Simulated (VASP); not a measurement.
# AlAu (Fm-3m) in VASP: a series of runs, part 2 of 2

VASP 6.6.1.

### Step 4. Single point, LDA

This run uses another cell than the first one, of 15.57 Å³/atom.

File INCAR:

```
SYSTEM = AlAu
PREC = Accurate
ENCUT = 500
EDIFF = 1E-6
ISMEAR = 0
SIGMA = 0.05
LREAL = .False.
LASPH = .True.
NELM = 120
ALGO = Normal
ISIF = 2
LWAVE = .False.
LCHARG = .False.
GGA = CA
NBANDS = 14
GGA_COMPAT = .False.
```

File KPOINTS:

```
Automatic mesh
0
Gamma
  7 7 7
  0 0 0
```

File POSCAR:

```
AlAu
1.0
    0.0000000000      2.4973092617      2.4973092617
    2.4973092617      0.0000000000      2.4973092617
    2.4973092617      2.4973092617      0.0000000000
Al Au
1 1
Direct
    0.0000000000      0.0000000000      0.0000000000
    0.5000000000      0.5000000000      0.5000000000
```

Potentials or basis: VASP PAW LDA potentials, release 64 (Al, Au).

Run with:

```sh
$ cat potpaw_LDA.64/Al/POTCAR potpaw_LDA.64/Au/POTCAR > POTCAR
$ mpirun -np 1 vasp_std > vasp.out
```

OUTCAR:

```text
SYSTEM = AlAu
   PREC = Accurate
   ENCUT = 500
   EDIFF = 1E-6
   ISMEAR = 0
   LREAL = .False.
   LASPH = .True.
   NELM = 120
   ISIF = 2
   GGA = CA

 ion  position               nearest neighbor table
   1  0.000  0.000  0.000-   2 2.50   2 2.50   2 2.50   2 2.50   2 2.50   2 2.50
   2  0.500  0.500  0.500-   1 2.50   1 2.50   1 2.50   1 2.50   1 2.50   1 2.50

  LATTYP: Found a face centered cubic cell.
 ALAT       =     4.9946185234

  Lattice vectors:

 A1 = (   0.0000000000,   2.4973092617,   2.4973092617)
 A2 = (   2.4973092617,   0.0000000000,   2.4973092617)
 A3 = (   2.4973092617,   2.4973092617,   0.0000000000)

Analysis of symmetry for initial positions (statically):
=====================================================================
 Subroutine PRICEL returns:
 Original cell was already a primitive cell.

 Routine SETGRP: Setting up the symmetry group for a
 face centered cubic supercell.

 Subroutine GETGRP returns: Found 48 space group operations
 (whereof 48 operations were pure point group operations)
 out of a pool of 48 trial point group operations.

The static configuration has the point symmetry O_h .

Analysis of symmetry for dynamics (positions and initial velocities):
=====================================================================
 Subroutine PRICEL returns:
 Original cell was already a primitive cell.

 Routine SETGRP: Setting up the symmetry group for a
 face centered cubic supercell.

 Subroutine GETGRP returns: Found 48 space group operations
 (whereof 48 operations were pure point group operations)
 out of a pool of 48 trial point group operations.

The dynamic configuration has the point symmetry O_h .

 Subroutine INISYM returns: Found 48 space group operations
 (whereof 48 operations are pure point group operations),
 and found     1 'primitive' translations

----------------------------------------------------------------------------------------

                                     Primitive cell

  volume of cell :      31.1492

  direct lattice vectors                    reciprocal lattice vectors
[... 113 lines left out ...]
 non-spin polarized calculation
 Gauss-broadening in eV      SIGMA  =   0.05
  energy-cutoff  :      500.00
  volume of cell :       31.15
 maximum number of plane-waves:       801
 NGX is ok and might be reduce to    28
   NGX = 13   NGY = 13   NGZ = 13

 number of electron      14.0000001 magnetization

 Free energy of the ion-electron system (eV)
  ---------------------------------------------------
  ext. energy  EPLUGINS =         0.00000000
  ---------------------------------------------------
  free energy    TOTEN  =        -8.88540946 eV

  energy without entropy =       -8.88279415  energy(sigma->0) =       -8.88410180

 E-fermi :   9.9955     XC(G=0): -11.9631

 val. band max:        9.9390464083   @ k =  -0.4286   0.4286   0.1429
 cond. band min:      10.0026184110   @ k =   0.4286   0.2857   0.1429
 fundamental gap:      0.0635720028
 Fermi energy:         9.9955101596

 k-point     1 :       0.0000    0.0000    0.0000
  band No.  band energies     occupation
      1      -1.5868      2.00000
      2       3.8163      2.00000
      3       3.8163      2.00000
      4       3.8163      2.00000
      5       3.8468      2.00000
      6       3.8468      2.00000
      7      14.8266      0.00000
      8      14.8266      0.00000
      9      14.8266      0.00000
     10      19.0317      0.00000
     11      21.3454      0.00000
     12      21.3454      0.00000
     13      21.3454      0.00000
     14      22.6252      0.00000
[... 309 lines left out ...]
      1       1.9108      2.00000
      2       3.1353      2.00000
      3       3.6656      2.00000
      4       3.7108      2.00000
      5       5.0964      2.00000
      6       6.3452      2.00000
      7       8.2886      2.00000
      8       8.5139      2.00000
      9      10.9722      0.00000
     10      18.0942      0.00000
     11      20.3116      0.00000
     12      20.8005      0.00000
     13      22.0316      0.00000
     14      24.8308      0.00000

------------------------ aborting loop because EDIFF is reached ----------------------------------------

  FORCE on cell =-STRESS in cart. coord.  units (eV):
  Direction    XX          YY          ZZ          XY          YZ          ZX
  --------------------------------------------------------------------------------------
  -------------------------------------------------------------------------------------
  Total        3.9542312      3.9542312      3.9542312     -0.0000000     -0.0000000     -0.0000000
  in kB      203.3881567    203.3881567    203.3881567     -0.0000000     -0.0000000     -0.0000000
  external PRESSURE =     203.3881567 kB  Pullay stress =       0.0000000 kB

 VOLUME and BASIS-vectors are now :
 -----------------------------------------------------------------------------
  energy-cutoff  :      500.00
  volume of cell :       31.15
      direct lattice vectors                 reciprocal lattice vectors
     0.000000000  2.497309262  2.497309262    -0.200215491  0.200215491  0.200215491
     2.497309262  0.000000000  2.497309262     0.200215491 -0.200215491  0.200215491
     2.497309262  2.497309262  0.000000000     0.200215491  0.200215491 -0.200215491

 POSITION                                       TOTAL-FORCE (eV/Angst)
 -----------------------------------------------------------------------------------
      0.00000      0.00000      0.00000         0.000000      0.000000      0.000000
      2.49731      2.49731      2.49731        -0.000000     -0.000000     -0.000000
 -----------------------------------------------------------------------------------
    total drift:                                0.000000      0.000000      0.000000

  FREE ENERGIE OF THE ION-ELECTRON SYSTEM (eV)
  ---------------------------------------------------
  free  energy   TOTEN  =        -8.8854094596 eV

  energy  without entropy=       -8.8827941450  energy(sigma->0) =       -8.88410180
```

OSZICAR:

```text
N       E                     dE             d eps       ncg     rms          rms(c)
DAV:   1     0.497461345394E+02    0.49746E+02   -0.63139E+03   584   0.852E+02
DAV:   2    -0.879227692387E+01   -0.58538E+02   -0.53661E+02   662   0.177E+02
DAV:   3    -0.980348077837E+01   -0.10112E+01   -0.10084E+01   674   0.219E+01
DAV:   4    -0.980845289738E+01   -0.49721E-02   -0.49719E-02   710   0.187E+00
DAV:   5    -0.980850428094E+01   -0.51384E-04   -0.51384E-04   680   0.192E-01    0.867E+00
DAV:   6    -0.894434174904E+01    0.86416E+00   -0.27351E+00   608   0.156E+01    0.390E+00
DAV:   7    -0.890576004291E+01    0.38582E-01   -0.40117E-02   668   0.189E+00    0.210E+00
DAV:   8    -0.888556115420E+01    0.20199E-01   -0.59579E-03   626   0.497E-01    0.235E-01
DAV:   9    -0.888540563125E+01    0.15552E-03   -0.20986E-04   722   0.119E-01    0.921E-02
DAV:  10    -0.888540994173E+01   -0.43105E-05   -0.18862E-05   680   0.340E-02    0.130E-02
DAV:  11    -0.888540945965E+01    0.48208E-06   -0.35810E-07   406   0.503E-03
   1 F= -.88854095E+01 E0= -.88841018E+01  d E =-.261531E-02
```

stdout:

```text
POSCAR found type information on POSCAR AlAu
 POSCAR found :  2 types and       2 ions
 scaLAPACK will be used
 LDA part: xc-table for (Slater(with rela. corr.)+CA(PZ))
 , standard interpolation
 POSCAR, INCAR and KPOINTS ok, starting setup
 FFT: planning ... GRIDC
 FFT: planning ... GRID_SOFT
 FFT: planning ... GRID
 WAVECAR not read
 entering main loop
```

It took 9.9 s on 1 thread of Intel Xeon Platinum 8375C at 2.90GHz (Ice Lake), shared host; peak memory 0.14 GiB.

What came out:

- Free energy: -8.8854 eV
- Pressure: 20.3 GPa
- Band gap on the k mesh: zero (bands 7 and 8 overlap by 6.31 eV)

Levels at points of the mesh, in eV from the Fermi level:
```csv
k point,band 4,band 5,band 6,band 7,band 8,band 9,band 10,band 11
"(0.00, 0.00, 0.00)",-6.18,-6.15,-6.15,4.83,4.83,4.83,9.04,11.35
```

Caveat: the cell stands under pressure; spin-orbit coupling is left out, which moves the levels of the heavy elements.

### Step 5. Overview

```csv
cell,gap on the mesh (eV),pressure (GPa)
"a = 3.365 Å, angles 60.0°, 2 atoms",none,60.8
"a = 3.435 Å, angles 60.0°, 2 atoms",none,40.6
"a = 3.532 Å, angles 60.0°, 2 atoms",none,20.3
```

Alike in all rows: task single point; level LDA; potentials or basis VASP PAW LDA potentials, release 64 (Al, Au); no spin polarisation; k mesh 7 × 7 × 7; cutoff (eV) 500; smearing gaussian 0.05 eV.

Caveats: the cell stands under pressure; spin-orbit coupling is left out, which moves the levels of the heavy elements.

Total energies depend on the potentials used, so only differences within one code and one set of settings carry meaning.

The gap in the log of VASP goes by the Fermi energy; the results here count the filled bands.